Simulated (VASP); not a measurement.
# Si2C3 in VASP: a series of runs, part 2 of 2

VASP 6.6.1. The steps go on from the part before.

## (4) Single point, PBE

This run uses another cell than the first one, of 13.11 Å³/atom, 1.040 times its volume.

Input file INCAR:

```
ALGO = Normal ; EDIFF = 1E-6
ENCUT = 600 ; GGA = PE
GGA_COMPAT = F ; ISIF = 2
ISMEAR = 0 ; LASPH = T
LCHARG = F ; LREAL = F
LWAVE = F ; NBANDS = 18
NELM = 120 ; PREC = Accurate
SIGMA = 0.2
```

Input file KPOINTS:

```
k-points
0
Gamma
  4 4 3
```

Input file POSCAR:

```
Si2C3
1.0
    3.7957793509      0.0000000000      0.0000000000
    0.0000000000      4.8596516777      0.0000000000
    0.0000000000      0.0000000000      3.5538087792
Si C
2 3
Direct
    0.5000000000      0.5000000000      0.5000000000
    0.5000000000      0.0000000000      0.5000000000
    0.0000000000      0.0000000000      0.5000000000
    0.5000000000      0.0000000000      0.0000000000
    0.0000000000      0.0000000000      0.0000000000
```

Potentials or basis: VASP PAW PBE potentials, release 64 (Si, C).

On the command line:

```bash
cat potpaw_PBE.64/Si/POTCAR potpaw_PBE.64/C/POTCAR > POTCAR
mpirun -np 1 vasp_std > vasp.out
```

OUTCAR:

```text
EDIFF = 1E-6
   ENCUT = 600
   GGA = PE
   ISIF = 2
   ISMEAR = 0
   LASPH = T
   LREAL = F
   NELM = 120
   PREC = Accurate

 ion  position               nearest neighbor table
   1  0.500  0.500  0.500-   2 2.43   2 2.43
   2  0.500  0.000  0.500-   4 1.78   4 1.78   3 1.90   3 1.90   1 2.43   1 2.43   5 2.60   5 2.60
                             5 2.60   5 2.60
   3  0.000  0.000  0.500-   5 1.78   5 1.78   2 1.90   2 1.90
   4  0.500  0.000  0.000-   2 1.78   2 1.78   5 1.90   5 1.90
   5  0.000  0.000  0.000-   3 1.78   3 1.78   4 1.90   4 1.90   2 2.60   2 2.60   2 2.60   2 2.60

  LATTYP: Found a simple orthorhombic cell.
 ALAT       =     3.5538087792
 B/A-ratio  =     1.0680876735
 C/A-ratio  =     1.3674488358

  Lattice vectors:

 A1 = (   0.0000000000,   0.0000000000,   3.5538087792)
 A2 = (   3.7957793509,   0.0000000000,   0.0000000000)
 A3 = (   0.0000000000,   4.8596516777,   0.0000000000)

Analysis of symmetry for initial positions (statically):
=====================================================================
 Subroutine PRICEL returns:
[... 173 lines left out ...]
 cond. band min:       5.6090546742   @ k =   0.0000   0.5000   0.0000
 fundamental gap:      0.1952816244
 Fermi energy:         5.4415506871

 k-point     1 :       0.0000    0.0000    0.0000
  band No.  band energies     occupation
      1     -11.1197      2.00000
      2      -3.3942      2.00000
      3      -2.5544      2.00000
      4      -2.4421      2.00000
      5      -2.1557      2.00000
      6      -1.3243      2.00000
[... 355 lines left out ...]
      5      -2.0349      2.00000
      6       1.5350      2.00000
[... 10 lines left out ...]
     17      12.4390      0.00000
     18      12.8805      0.00000

------------------------ aborting loop because EDIFF is reached ----------------------------------------

  FORCE on cell =-STRESS in cart. coord.  units (eV):
  Direction    XX          YY          ZZ          XY          YZ          ZX
  --------------------------------------------------------------------------------------
  -------------------------------------------------------------------------------------
  Total        0.1581036      0.1715435     -0.2490991      0.0000000      0.0000000      0.0000000
  in kB        3.8641336      4.1926131     -6.0881109      0.0000000      0.0000000      0.0000000
  external PRESSURE =       0.6562119 kB  Pullay stress =       0.0000000 kB

 VOLUME and BASIS-vectors are now :
 -----------------------------------------------------------------------------
  energy-cutoff  :      600.00
  volume of cell :       65.55
      direct lattice vectors                 reciprocal lattice vectors
     3.795779351  0.000000000  0.000000000     0.263450508  0.000000000  0.000000000
     0.000000000  4.859651678  0.000000000     0.000000000  0.205776065  0.000000000
     0.000000000  0.000000000  3.553808779     0.000000000  0.000000000  0.281388241

 POSITION                                       TOTAL-FORCE (eV/Angst)
 -----------------------------------------------------------------------------------
      1.89789      2.42983      1.77690         0.000000      0.000000      0.000000
      1.89789      0.00000      1.77690         0.000000      0.000000      0.000000
      0.00000      0.00000      1.77690         0.000000      0.000000      0.000000
      1.89789      0.00000      0.00000         0.000000      0.000000      0.000000
      0.00000      0.00000      0.00000         0.000000      0.000000      0.000000
 -----------------------------------------------------------------------------------
    total drift:                                0.000000     -0.000000      0.000000

  FREE ENERGIE OF THE ION-ELECTRON SYSTEM (eV)
  ---------------------------------------------------
  free  energy   TOTEN  =       -27.7362144751 eV

  energy  without entropy=      -27.7102773231  energy(sigma->0) =      -27.72324590
```

stdout:

```text
POSCAR found type information on POSCAR SiC
 POSCAR found :  2 types and       5 ions
 scaLAPACK will be used
 LDA part: xc-table for (Slater+PW92), standard interpolation
 POSCAR, INCAR and KPOINTS ok, starting setup
 FFT: planning ... GRIDC
 FFT: planning ... GRID_SOFT
 FFT: planning ... GRID
 WAVECAR not read
 entering main loop
```

Run time: 21 s. Hardware: 1 thread of Intel Xeon Platinum 8375C at 2.90GHz (Ice Lake), shared host; peak memory 0.17 GiB.

What came out:

```yaml
Free_energy: -27.7362 eV
Pressure: 0.1 GPa
Band_gap_on_the_k_mesh: zero (band 10 reaches 5.77 eV, above the bottom of band 11 at 5.34 eV)
```

Caveat: the k points lie up to 0.59 Å⁻¹ apart.

## (5) Single point, PBE

This run uses another cell than the first one, of 13.32 Å³/atom, 1.057 times its volume.

Input file INCAR:

```
  PREC = Accurate
  ENCUT = 600
  EDIFF = 1E-6
  ISMEAR = 0
  SIGMA = 0.2
  LREAL = F
  LASPH = T
  NELM = 120
  ALGO = Normal
  ISIF = 2
  LWAVE = F
  LCHARG = F
  GGA = PE
  NBANDS = 18
  GGA_COMPAT = F
```

Input file KPOINTS:

```
Automatic mesh
0
Gamma
  4 4 4
```

Input file POSCAR:

```
Si2C3
1.0
    3.7098769394      0.0000000000      0.0000000000
    0.0000000000      3.7098769394      0.0000000000
    0.0000000000      0.0000000000      4.8404920378
Si C
2 3
Direct
    0.0000000000      0.0000000000      0.0000000000
    0.0000000000      0.0000000000      0.5000000000
    0.5000000000      0.5000000000      0.0000000000
    0.5000000000      0.0000000000      0.0000000000
    0.0000000000      0.5000000000      0.0000000000
```

On the command line:

```bash
cat potpaw_PBE.64/Si/POTCAR potpaw_PBE.64/C/POTCAR > POTCAR
mpirun -np 1 vasp_std > vasp.out
```

Run time: 21 s. Hardware: 1 thread of Intel Xeon Platinum 8375C at 2.90GHz (Ice Lake), shared host; peak memory 0.18 GiB.

Results (log left out):

| Item | Value |
| --- | --- |
| Free energy | -28.1753 eV |
| Pressure | -0.1 GPa |
| Band gap on the k mesh | zero (band 10 reaches 6.19 eV, above the bottom of band 11 at 4.53 eV) |

Stress tensor (GPa, compression positive):
```
-0.06  0.00  0.00
 0.00 -0.06  0.00
 0.00  0.00 -0.28
```

Levels at points of the mesh, in eV from the Fermi level:
| k point | band 6 | band 7 | band 8 | band 9 | band 10 | band 11 | band 12 | band 13 | band 14 | band 15 |
| --- | --- | --- | --- | --- | --- | --- | --- | --- | --- | --- |
| (0.00, 0.00, 0.00) | -6.54 | -4.66 | -1.77 | -1.77 | 0.23 | 0.80 | 2.48 | 2.48 | 3.50 | 5.04 |
| (0.50, 0.00, 0.00) | -5.02 | -4.87 | -3.78 | -3.40 | -1.24 | 2.18 | 2.54 | 2.62 | 3.00 | 3.81 |
| (0.50, 0.50, 0.00) | -3.30 | -1.66 | -1.66 | -0.67 | -0.48 | -0.48 | 0.15 | 2.43 | 3.78 | 3.78 |
| (0.00, 0.00, 0.50) | -5.95 | -2.29 | -1.72 | -1.72 | -0.05 | 0.38 | 1.41 | 1.41 | 1.79 | 5.89 |
| (0.50, 0.00, 0.50) | -4.93 | -4.88 | -4.66 | -0.08 | 0.14 | 1.01 | 2.02 | 2.78 | 3.80 | 3.91 |
| (0.50, 0.50, 0.50) | -3.23 | -3.23 | -1.18 | 0.16 | 0.95 | 2.44 | 2.49 | 2.49 | 3.58 | 3.58 |

Caveat: the k points lie up to 0.42 Å⁻¹ apart.

## (6) Overview

```tsv
cell	k mesh	gap on the mesh (eV)	pressure (GPa)	largest force (eV/Å)
a = 3.482, b = 3.482, c = 5.198 Å, 5 atoms	4 × 4 × 3	none	-0.3	0.06
a = 3.523, b = 3.523, c = 6.144 Å, 5 atoms	5 × 5 × 3	none	-0.1	0.05
a = 3.796, b = 4.860, c = 3.554 Å, 5 atoms	4 × 4 × 3	none	0.1	-
a = 3.710, b = 3.710, c = 4.840 Å, 5 atoms	4 × 4 × 4	none	-0.1	-
```

Alike in all rows: task single point; level PBE; potentials or basis VASP PAW PBE potentials, release 64 (Si, C); no spin polarisation; cutoff (eV) 600; smearing gaussian 0.2 eV.

Caveats: some runs use coarse meshes.

Total energies depend on the potentials used, so only differences within one code and one set of settings carry meaning.
